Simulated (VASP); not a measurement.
Input of a VASP 6.6.1 run:

The input INCAR:

```
  PREC = Accurate
  ENCUT = 520
  EDIFF = 1E-6
  ISMEAR = 0
  SIGMA = 0.05
  LREAL = F
  LASPH = T
  NELM = 100
  ALGO = Normal
  ISIF = 2
  LWAVE = F
  LCHARG = F
  NBANDS = 35
```

Contents of KPOINTS:

```
regular mesh
0
Gamma
  6 6 8
```

The input POSCAR:

```
SnO2
1.0
    4.7621801702     -0.0984497812      0.0447097415
   -0.1000654831      4.4829258067      0.0284976026
    0.0302630724      0.0189779651      3.4495261033
Sn O
2 4
Direct
    0.4892328789      0.4738365521      0.4850067594
   -0.0217898529      0.0075930095     -0.0148089759
    0.3118895252      0.3252068238      0.0018588744
    0.8078280134      0.2042254357      0.5035134506
    0.2128538007      0.8040085283      0.5018393572
    0.6999856347      0.6851296506      0.0225905343
```

Potentials or basis: VASP PAW LDA potentials, release 64 (Sn_d, O).

The run is started by

```console
$ cat potpaw_LDA.64/Sn_d/POTCAR potpaw_LDA.64/O/POTCAR > POTCAR
$ mpirun -np 1 vasp_std > vasp.out
```

Q: What does it give for the largest force?

A: 2.469 eV/Å.

Q: Estimate the band gap on the k mesh.

A: 0.33 eV, direct.

Q: What does it give for the pressure?

A: -5.1 GPa.

Stress tensor (GPa, compression positive):
```
 -1.47   6.65  -0.17
  6.65   1.15  -1.57
 -0.17  -1.57 -14.84
```

Caveat: the cell differs from its parent crystal (atoms moved at random and the cell strained at random); spin-orbit coupling is left out, which moves the levels of the heavy elements; forces of over 1 eV/Å act on the atoms, so gaps and moduli don't describe the material at rest.
